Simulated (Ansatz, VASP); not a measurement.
## Two plane-wave programs on Mn

```
Mn
1.0
    -1.41471    1.72110    1.26189
     1.72110   -1.41471    1.26189
     2.88388    2.88388   -0.70073
Mn
2
Direct
  0.04169 0.95831 0.00000
  0.70831 0.29169 0.50000
```

Alike in both runs: task single point; functional revPBE; k mesh 16 × 16 × 9; occupations fermi-dirac, width 0.1 eV; no spin polarisation.

```csv
,VASP,Ansatz
version,VASP 6.6.1,Ansatz 0.2.0
potentials or method,"VASP PAW PBE potentials, release 64 (Mn_pv), cutoff 520 eV","plane waves (420 eV) with PAW, scalar-relativistic"
valence electrons in the cell,26,30
```

VASP gave:

| Quantity | Value |
| --- | --- |
| pressure (GPa) | -17.2 |
| traceless stress, the component that is largest in VASP (GPa) | -0.10 |

What did Ansatz give for the same quantities?

Pressure (GPa): -17.3; traceless stress, the component that is largest in VASP (GPa): -0.03.

VASP's potentials were made for PBE, not for revPBE. With one functional, cell and mesh, what is left measures potentials, basis and numerics. VASP's potentials hold 26 valence electrons a cell and Ansatz's 30, so a difference there can come from the potentials and not from the codes.
